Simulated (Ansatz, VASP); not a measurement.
Rb: VASP beside Ansatz

```
CELL_PARAMETERS angstrom
-2.77714 2.77714 2.77714
2.77714 -2.77714 2.77714
2.77714 2.77714 -2.77714
ATOMIC_POSITIONS crystal
Rb 0.00000 0.00000 0.00000
```

Alike in both runs: task single point; functional PBE; k mesh 10 × 10 × 10; occupations gaussian, width 0.1 eV; no spin polarisation.

```csv
,VASP,Ansatz
version,VASP 6.6.1,Ansatz 0.2.0
potentials or method,"VASP PAW PBE potentials, release 64 (Rb_sv), cutoff 520 eV","scalar-relativistic, plane waves, PAW"
valence electrons in the cell,9,9
```

```tsv
	VASP	Ansatz	Ansatz less VASP
gap on the k mesh at the Fermi level (eV)	none	none	-
pressure (GPa)	0.2	0.2	0.00
```

A gap of «none» marks a metal or a gap that the smearing closes.
